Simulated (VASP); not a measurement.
# Ti3Al4Ni (P4/mmm) in VASP: a series of runs

The runs below take Ti3Al4Ni through single point, with PBE.

Everything below comes from runs of VASP 6.6.1. Logs are shortened: lines on timing, memory, paths and dates and some standing lists are left out, and cuts for length are marked.

**1. The cell of the first run**

It takes space group P4/mmm (No. 123, tetragonal). Conventional cell: a = 3.834 Å, b = 3.834 Å, c = 7.845 Å, α = 90.00°, β = 90.00°, γ = 90.00°. Ti (site symmetry 4/mmm) has 4 Ti at 2.71 Å and 8 Al at 2.74 Å within 3.6 Å. Ti (site symmetry 4/mmm) has 4 Ti at 2.71 Å and 8 Al at 2.74 Å within 3.6 Å. Ti (site symmetry 4/mmm) has 4 Ni at 2.71 Å and 8 Al at 2.74 Å within 3.6 Å. Al (site symmetry 2mm) has 4 Al at 2.71 Å and 6 Ti at 2.74 Å and 2 Ni at 2.74 Å within 3.6 Å. Within 3.6 Å of Ni (site symmetry 4/mmm) lie 4 Ti at 2.71 Å and 8 Al at 2.74 Å.

**2. Single point, PBE, collinear spin, ferromagnetic start**

INCAR

```
ALGO = Normal
EDIFF = 1E-6
ENCUT = 520
GGA = PE
ISIF = 2
ISMEAR = 0
ISPIN = 2
LASPH = True
LCHARG = False
LMAXMIX = 4
LORBIT = 11
LREAL = False
LWAVE = False
MAGMOM = 0 0 0 0 0 0 0 2
NBANDS = 43
NELM = 150
PREC = Accurate
SIGMA = 0.1
```

KPOINTS

```
k-points
0
Gamma
  4 4 2
```

POSCAR

```
Ti3Al4Ni
1.0
    3.8341926600      0.0000000000      0.0000000000
    0.0000000000      3.8341926600      0.0000000000
    0.0000000000      0.0000000000      7.8447455100
Ti Al Ni
3 4 1
Direct
    0.0000000000      0.0000000000      0.0000000000
    0.5000000000      0.5000000000      0.0000000000
    0.5000000000      0.5000000000      0.5000000000
    0.0000000000      0.5000000000      0.7500000000
    0.0000000000      0.5000000000      0.2500000000
    0.5000000000      0.0000000000      0.7500000000
    0.5000000000      0.0000000000      0.2500000000
    0.0000000000      0.0000000000      0.5000000000
```

Potentials or basis: VASP PAW PBE potentials, release 64 (Ti_sv, Al, Ni).

Launch:

```console
$ cat potpaw_PBE.64/Ti_sv/POTCAR potpaw_PBE.64/Al/POTCAR potpaw_PBE.64/Ni/POTCAR > POTCAR
$ mpirun -np 1 vasp_std > vasp.out
```

OUTCAR:

```text
EDIFF = 1E-6
   ENCUT = 520
   GGA = PE
   ISIF = 2
   ISMEAR = 0
   ISPIN = 2
   LASPH = True
   LORBIT = 11
   LREAL = False
   NELM = 150
   PREC = Accurate

 ion  position               nearest neighbor table
   1  0.000  0.000  0.000-   2 2.71   2 2.71   2 2.71   2 2.71   7 2.74   4 2.74   4 2.74   5 2.74
                             5 2.74   6 2.74   7 2.74   6 2.74
   2  0.500  0.500  0.000-   1 2.71   1 2.71   1 2.71   1 2.71   7 2.74   4 2.74   6 2.74   7 2.74
                             5 2.74   4 2.74   5 2.74   6 2.74
   3  0.500  0.500  0.500-   8 2.71   8 2.71   8 2.71   8 2.71   4 2.74   6 2.74   7 2.74   5 2.74
                             4 2.74   5 2.74   6 2.74   7 2.74
   4  0.000  0.500  0.750-   6 2.71   6 2.71   6 2.71   6 2.71   8 2.74   1 2.74   2 2.74   8 2.74
                             2 2.74   3 2.74   3 2.74   1 2.74
   5  0.000  0.500  0.250-   7 2.71   7 2.71   7 2.71   7 2.71   8 2.74   1 2.74   2 2.74   8 2.74
                             2 2.74   3 2.74   3 2.74   1 2.74
   6  0.500  0.000  0.750-   4 2.71   4 2.71   4 2.71   4 2.71   8 2.74   2 2.74   3 2.74   2 2.74
                             1 2.74   3 2.74   8 2.74   1 2.74
   7  0.500  0.000  0.250-   5 2.71   5 2.71   5 2.71   5 2.71   8 2.74   2 2.74   3 2.74   2 2.74
                             1 2.74   3 2.74   8 2.74   1 2.74
   8  0.000  0.000  0.500-   3 2.71   3 2.71   3 2.71   3 2.71   7 2.74   4 2.74   4 2.74   5 2.74
                             5 2.74   6 2.74   7 2.74   6 2.74

  LATTYP: Found a simple tetragonal cell.
 ALAT       =     3.8341926600
 C/A-ratio  =     2.0459966949

  Lattice vectors:

 A1 = (   3.8341926600,   0.0000000000,   0.0000000000)
 A2 = (   0.0000000000,   3.8341926600,   0.0000000000)
 A3 = (   0.0000000000,   0.0000000000,   7.8447455100)

Analysis of symmetry for initial positions (statically):
=====================================================================
 Subroutine PRICEL returns:
 Original cell was already a primitive cell.

 Routine SETGRP: Setting up the symmetry group for a
 simple tetragonal supercell.

 Subroutine GETGRP returns: Found 16 space group operations
 (whereof 16 operations were pure point group operations)
 out of a pool of 16 trial point group operations.

The static configuration has the point symmetry D_4h.

Analysis of symmetry for dynamics (positions and initial velocities):
=====================================================================
 Subroutine PRICEL returns:
 Original cell was already a primitive cell.

 Routine SETGRP: Setting up the symmetry group for a
 simple tetragonal supercell.

 Subroutine GETGRP returns: Found 16 space group operations
 (whereof 16 operations were pure point group operations)
 out of a pool of 16 trial point group operations.
[... 159 lines left out ...]
  free energy    TOTEN  =       -46.50370050 eV

  energy without entropy =      -46.46581551  energy(sigma->0) =      -46.48475800

 E-fermi :   9.1358     XC(G=0): -11.4637

 val. band max:        9.1268412603   @ k =   0.2500   0.0000   0.5000
 cond. band min:       9.1408067534   @ k =   0.5000   0.5000   0.0000
 fundamental gap:      0.0139654931
 Fermi energy:         9.1358267927

 spin component 1

 k-point     1 :       0.0000    0.0000    0.0000
  band No.  band energies     occupation
      1     -47.7497      1.00000
      2     -47.3637      1.00000
      3     -47.0533      1.00000
      4     -24.1148      1.00000
      5     -23.9947      1.00000
      6     -23.9947      1.00000
[... 517 lines left out ...]
     40      11.9698      0.00000
     41      13.0795      0.00000
 Fermi energy:         9.1358267927

 spin component 2

 k-point     1 :       0.0000    0.0000    0.0000
  band No.  band energies     occupation
      1     -47.2633      1.00000
      2     -47.2281      1.00000
      3     -46.9749      1.00000
      4     -23.6766      1.00000
      5     -23.6766      1.00000
      6     -23.6187      1.00000
[... 517 lines left out ...]
     40      12.0237      0.00000
     41      13.2837      0.00000
 [bands above 41 left out]

------------------------ aborting loop because EDIFF is reached ----------------------------------------

  FORCE on cell =-STRESS in cart. coord.  units (eV):
  Direction    XX          YY          ZZ          XY          YZ          ZX
  --------------------------------------------------------------------------------------
  -------------------------------------------------------------------------------------
  Total        7.6208071      7.6208071      4.1961106      0.0000000      0.0000000      0.0000000
  in kB      105.8729052    105.8729052     58.2949308      0.0000000      0.0000000      0.0000000
  external PRESSURE =      90.0135804 kB  Pullay stress =       0.0000000 kB

 VOLUME and BASIS-vectors are now :
 -----------------------------------------------------------------------------
  energy-cutoff  :      520.00
  volume of cell :      115.33
      direct lattice vectors                 reciprocal lattice vectors
     3.834192660  0.000000000  0.000000000     0.260811099  0.000000000  0.000000000
     0.000000000  3.834192660  0.000000000     0.000000000  0.260811099  0.000000000
     0.000000000  0.000000000  7.844745510     0.000000000  0.000000000  0.127473861

 POSITION                                       TOTAL-FORCE (eV/Angst)
 -----------------------------------------------------------------------------------
      0.00000      0.00000      0.00000        -0.000000      0.000000      0.000000
      1.91710      1.91710      0.00000        -0.000000      0.000000      0.000000
      1.91710      1.91710      3.92237        -0.000000      0.000000      0.000000
      0.00000      1.91710      5.88356        -0.000000     -0.000000     -0.895247
      0.00000      1.91710      1.96119         0.000000     -0.000000      0.895247
      1.91710      0.00000      5.88356         0.000000      0.000000     -0.895247
      1.91710      0.00000      1.96119        -0.000000      0.000000      0.895247
      0.00000      0.00000      3.92237        -0.000000      0.000000      0.000000
 -----------------------------------------------------------------------------------
    total drift:                                0.000000      0.000000      0.000000

  FREE ENERGIE OF THE ION-ELECTRON SYSTEM (eV)
  ---------------------------------------------------
  free  energy   TOTEN  =       -46.5037004961 eV

  energy  without entropy=      -46.4658155060  energy(sigma->0) =      -46.48475800

 total charge

# of ion       s       p       d       tot
------------------------------------------
    1        2.238   6.147   2.047  10.432
    2        2.219   6.144   2.065  10.428
    3        2.192   6.139   1.959  10.290
    4        0.419   0.437   0.000   0.856
    5        0.419   0.437   0.000   0.856
    6        0.419   0.437   0.000   0.856
    7        0.419   0.437   0.000   0.856
    8        0.467   0.455   8.314   9.236
--------------------------------------------------
tot          8.791  20.634  14.385  43.809

 magnetization (x)

# of ion       s       p       d       tot
------------------------------------------
    1        0.009   0.013   0.334   0.356
    2        0.002  -0.004  -0.115  -0.117
    3        0.008   0.009   0.512   0.528
    4        0.000   0.007   0.000   0.008
    5        0.000   0.007   0.000   0.008
    6        0.000   0.007   0.000   0.008
    7        0.000   0.007   0.000   0.008
    8        0.009  -0.002   0.316   0.324
--------------------------------------------------
tot          0.029   0.046   1.047   1.123
```

stdout:

```text
POSCAR found type information on POSCAR TiAlNi
 POSCAR found :  3 types and       8 ions
 scaLAPACK will be used
 LDA part: xc-table for (Slater+PW92), standard interpolation
 POSCAR, INCAR and KPOINTS ok, starting setup
 FFT: planning ... GRIDC
 FFT: planning ... GRID_SOFT
 FFT: planning ... GRID
 WAVECAR not read
 entering main loop
```

Run time: 3.3 min. Hardware: 1 thread of Intel Xeon Platinum 8488C (Sapphire Rapids), shared host; peak memory 0.3 GiB.

What came out:

```
Free energy                                           : -46.5037 eV
Pressure                                              : 9.0 GPa
Largest force                                         : 0.895 eV/Å
Net moment                                            : 1.48 μB per cell
Site moments                                          : Ti +0.36, -0.12, +0.53; Al +0.01; Ni +0.32 μB
Valence electrons inside the program's atomic spheres : Ti 10.43, 10.29; Al 0.86; Ni 9.24
```

Forces in eV/Å, atoms in the order of the input:
```
Ti   0.000  0.000  0.000
Ti   0.000  0.000  0.000
Ti   0.000  0.000  0.000
Al   0.000  0.000 -0.895
Al   0.000  0.000  0.895
Al   0.000  0.000 -0.895
Al   0.000  0.000  0.895
Ni   0.000  0.000  0.000
```

Stress tensor (GPa, compression positive):
```
10.59  0.00  0.00
 0.00 10.59  0.00
 0.00  0.00  5.83
```

Caveat: the k points lie up to 0.41 Å⁻¹ apart.

**3. Single point, PBE, collinear spin, ferromagnetic start**

This run uses another cell than the first one, of 15.28 Å³/atom, 1.060 times its volume.

INCAR

```
PREC = Accurate
ENCUT = 520
EDIFF = 1E-6
ISMEAR = 0
SIGMA = 0.1
LREAL = False
LASPH = True
NELM = 150
ALGO = Normal
ISIF = 2
LWAVE = False
LCHARG = True
ISPIN = 2
MAGMOM = 0 0 0 0 0 0 0 2
LORBIT = 11
LMAXMIX = 4
GGA = PE
LELF = True
LVHAR = True
NBANDS = 43
```

KPOINTS

```
regular mesh
0
Gamma
  4 4 2
```

POSCAR

```
Ti3Al4Ni
1.0
    4.0018815401      0.0000000000      0.0000000000
    0.0000000000      4.0018815401      0.0000000000
    0.0000000000      0.0000000000      7.6317973462
Ti Al Ni
3 4 1
Direct
    0.0000000000      0.0000000000      0.0000000000
    0.5000000000      0.5000000000      0.0000000000
    0.5000000000      0.5000000000      0.5000000000
    0.0000000000      0.5000000000      0.7355394036
    0.0000000000      0.5000000000      0.2644605964
    0.5000000000      0.0000000000      0.7355394036
    0.5000000000      0.0000000000      0.2644605964
    0.0000000000      0.0000000000      0.5000000000
```

Potentials or basis: VASP PAW PBE potentials, release 64 (Ti_sv, Al, Ni).

Launch:

```console
$ cat potpaw_PBE.64/Ti_sv/POTCAR potpaw_PBE.64/Al/POTCAR potpaw_PBE.64/Ni/POTCAR > POTCAR
$ mpirun -np 1 vasp_std > vasp.out
```

Wall time 2.9 min (1 thread of Intel Xeon Platinum 8488C (Sapphire Rapids), shared host); peak memory 0.31 GiB.

The run converged. Its results:

```yaml
Free_energy: -46.9547 eV
Pressure: 0.2 GPa
Net_moment: 1.38 μB per cell
Site_moments: Ti +0.41, -0.15, +0.53; Al +0.01; Ni +0.24 μB
Valence_electrons_inside_the_program's_atomic_spheres: Ti 10.29, 10.33; Al 0.82; Ni 9.24
```

Stress tensor (GPa, compression positive):
```
0.29 0.00 0.00
0.00 0.29 0.00
0.00 0.00 0.13
```

Levels at points of the mesh, in eV from the Fermi level:
Spin up:
```
           k point  band 27  band 28  band 29  band 30  band 31  band 32  band 33  band 34
(0.00, 0.00, 0.00)    -0.82    -0.14     0.15     0.25     0.25     0.25     1.79     1.86
(0.50, 0.00, 0.00)    -0.78    -0.14     0.00     0.01     0.41     0.51     0.87     1.15
(0.50, 0.50, 0.00)    -1.51    -1.34    -0.70    -0.20    -0.20     0.13     1.21     1.56
(0.00, 0.00, 0.50)    -0.53     0.07     0.09     0.23     0.61     1.26     1.26     1.78
(0.50, 0.00, 0.50)    -0.92    -0.28    -0.28    -0.01     0.27     0.31     0.50     1.21
(0.50, 0.50, 0.50)    -1.69    -0.56    -0.47    -0.10    -0.10     0.77     1.21     1.56
```
Spin down:
```
           k point  band 24  band 25  band 26  band 27  band 28  band 29  band 30  band 31  band 32  band 33
(0.00, 0.00, 0.00)    -1.08    -0.84    -0.84    -0.74     0.33     0.42     0.46     0.76     0.76     1.97
(0.50, 0.00, 0.00)    -1.10    -0.80    -0.77    -0.60     0.18     0.19     0.46     0.51     0.74     1.04
(0.50, 0.50, 0.00)    -1.95    -1.45    -1.44    -1.44    -1.24    -0.52     0.24     0.24     0.58     1.57
(0.00, 0.00, 0.50)    -1.53    -0.75    -0.16    -0.16     0.32     0.37     0.61     0.89     1.37     1.37
(0.50, 0.00, 0.50)    -1.39    -0.89    -0.83    -0.56    -0.10     0.06     0.24     0.28     0.63     0.86
(0.50, 0.50, 0.50)    -1.75    -1.70    -1.70    -1.45    -0.46    -0.34     0.34     0.34     1.06     1.58
```

Caveat: the k points lie up to 0.41 Å⁻¹ apart.
